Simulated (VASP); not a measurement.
A run of VASP 6.6.1:

Contents of INCAR:

```
PREC = Accurate
ENCUT = 520
EDIFF = 1E-6
ISMEAR = 0
SIGMA = 0.05
LREAL = Auto
LASPH = T
NELM = 150
ALGO = Normal
ISIF = 2
LWAVE = F
LCHARG = F
ISPIN = 2
MAGMOM = 0 0 0 0 0 0 0 0 0 0 0 0.1 0 0.13 0.05 0 0 0.05 0 0 0 0 0 0 0 0 0 0 0.05 0 0 0.05 0.14 0 0.09
LORBIT = 11
LMAXMIX = 4
GGA = PE
NELECT = 256.0
NBANDS = 154
LUSENCCL = F
```

The input KPOINTS:

```
regular mesh
0
Gamma
  2 2 2
```

The input POSCAR:

```
Hf11O24
1.0
   -5.1150000000      5.1150000000      0.0000000000
    0.0000000000      5.1150000000      5.1150000000
    2.5575000000      7.6725000000     -5.1150000000
Hf O
11 24
Direct
    0.6698065191      0.3314076067      0.3293739333
    0.3295553688      0.6696645696      0.6715861548
    0.4994670498      0.5004448233      0.0005416852
    0.1672390047      0.8361241672      0.3262376051
    0.8321227382      0.1648158995      0.6748567696
   -0.0003397189      0.5006612891      0.0003921288
    0.6708268957      0.8360624932      0.3260730129
    0.3283604867      0.1647841140      0.6749393172
    0.4994798561      0.0005975017      0.0005770994
    0.1649595413      0.3318985500      0.3386105374
    0.8342451683      0.6691962144      0.6624829212
    0.7729377430      0.3622247778      0.0918878381
    0.4603011117      0.6663044733      0.4141845245
    0.1318680710      0.0000956685      0.7360878863
    0.3164438013      0.8194862381      0.0905544428
    0.9558551355      0.1682600469      0.4197402276
    0.6314061116      0.5041243695      0.7440329724
    0.7735663610      0.8196676858      0.0907725624
    0.4568478261      0.1678040006      0.4193521142
    0.1205726696      0.5043731699      0.7440926864
    0.2865951673      0.3339179555      0.0938348728
    0.9577365414      0.6667133380      0.4173801761
    0.6314415726     -0.0067183041      0.7443801014
    0.3677000617      0.0072633860      0.2570201543
    0.0414247100      0.3340576028      0.5838195112
    0.7130119419      0.6668435133      0.9076645988
    0.8784893623      0.4970542517      0.2567291977
    0.5422724350      0.8336157574      0.5815450410
    0.2256054040      0.1819791265      0.9103182514
    0.3676204463      0.4975164898      0.2572522856
    0.0432455112      0.8332592500      0.5810700119
    0.6826788035      0.1817575800      0.9102903552
    0.8675506024      0.0006834095      0.2650380468
    0.5390232613      0.3344667564      0.5873153650
    0.2262451226      0.6383541915      0.9092723580
```

Potentials or basis: VASP PAW PBE potentials, release 64 (Hf_pv, O).

The run is started by

```sh
$ cat potpaw_PBE.64/Hf_pv/POTCAR potpaw_PBE.64/O/POTCAR > POTCAR
$ mpirun -np 1 vasp_std > vasp.out
```

Hardware: 1 × NVIDIA H100 80GB with 1 thread of AMD EPYC 7R13 Processor (Zen 3), on a shared host.

Question: How long does it take, and how much memory?

Answer: It took 4.2 min on 1 × NVIDIA H100 80GB with 1 thread of AMD EPYC 7R13 Processor (Zen 3) (shared host), peak memory 1.9 GiB. Counts: scf iterations 19, k points 8.
